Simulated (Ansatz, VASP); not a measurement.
## HfTi3O8 in VASP and in Ansatz

```
CELL_PARAMETERS angstrom
3.31273 -3.33558 0.00000
3.31273 3.33558 0.00000
0.00000 0.00000 6.07816
ATOMIC_POSITIONS crystal
Hf 0.50000 0.50000 0.00000
Ti 0.00000 0.00000 0.74444
Ti 0.00000 0.00000 0.25556
Ti 0.50000 0.50000 0.50000
O 0.69945 0.69945 0.73624
O 0.69945 0.69945 0.26376
O 0.81328 0.18672 0.00000
O 0.80626 0.19374 0.50000
O 0.30055 0.30055 0.73624
O 0.30055 0.30055 0.26376
O 0.18672 0.81328 0.00000
O 0.19374 0.80626 0.50000
```

Alike in both runs: task single point; functional PBE; k mesh 4 × 4 × 4; occupations gaussian, width 0.1 eV; no spin polarisation.

|  | VASP | Ansatz |
| --- | --- | --- |
| version | VASP 6.6.1 | Ansatz 0.2.0 |
| potentials or method | VASP PAW PBE potentials, release 64 (Hf_pv, Ti_sv, O), cutoff 520 eV | scalar-relativistic, plane waves, PAW |
| valence electrons in the cell | 94 | 110 |

VASP gave:

- gap on the k mesh at the Fermi level (eV): 1.93
- least direct gap on the mesh (eV): 2.06
- pressure (GPa): -0.3
- traceless stress, the component that is largest in VASP (GPa): -0.10
- rms of the force components (eV/Å): 0.070

Problem. Estimate Ansatz's values.

Solution. gap on the k mesh at the Fermi level (eV): 1.96; least direct gap on the mesh (eV): 2.09; pressure (GPa): 0.0; traceless stress, the component that is largest in VASP (GPa): 0.00; rms of the force components (eV/Å): 0.003.

Atom by atom the forces differ by 0.071 eV/Å (rms over components). VASP's potentials hold 94 valence electrons a cell and Ansatz's 110, so a difference there can come from the potentials and not from the codes.

Spin-orbit coupling is off throughout.
